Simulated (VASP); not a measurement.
A run of VASP 6.6.1 is set up as follows.

INCAR

```
PREC = Accurate ; ENCUT = 520
EDIFF = 1E-6 ; ISMEAR = 0
SIGMA = 0.1 ; LREAL = F
LASPH = T ; NELM = 80
ALGO = Fast ; ISIF = 2
LWAVE = F ; LCHARG = F
GGA = PE ; NBANDS = 25
```

KPOINTS

```
Automatic mesh
0
Gamma
  12 12 12
```

Contents of POSCAR:

```
RbOs
1.0
    0.0000000000      3.5797356207      3.5797356207
    3.5797356207      0.0000000000      3.5797356207
    3.5797356207      3.5797356207      0.0000000000
Rb Os
2 2
Direct
    0.0000000000      0.0000000000      0.0000000000
    0.2500000000      0.2500000000      0.2500000000
    0.5000000000      0.5000000000      0.5000000000
    0.7500000000      0.7500000000      0.7500000000
```

Potentials or basis: VASP PAW PBE potentials, release 64 (Rb_sv, Os).

Run with:

```bash
$ cat potpaw_PBE.64/Rb_sv/POTCAR potpaw_PBE.64/Os/POTCAR > POTCAR
$ mpirun -np 1 vasp_std > vasp.out
```

Estimate the band gap on the k mesh.

zero (bands 17 and 18 overlap by 0.46 eV).

Estimate the pressure.

0.2 GPa.

Caveat: spin-orbit coupling is left out, which moves the levels of the heavy elements.
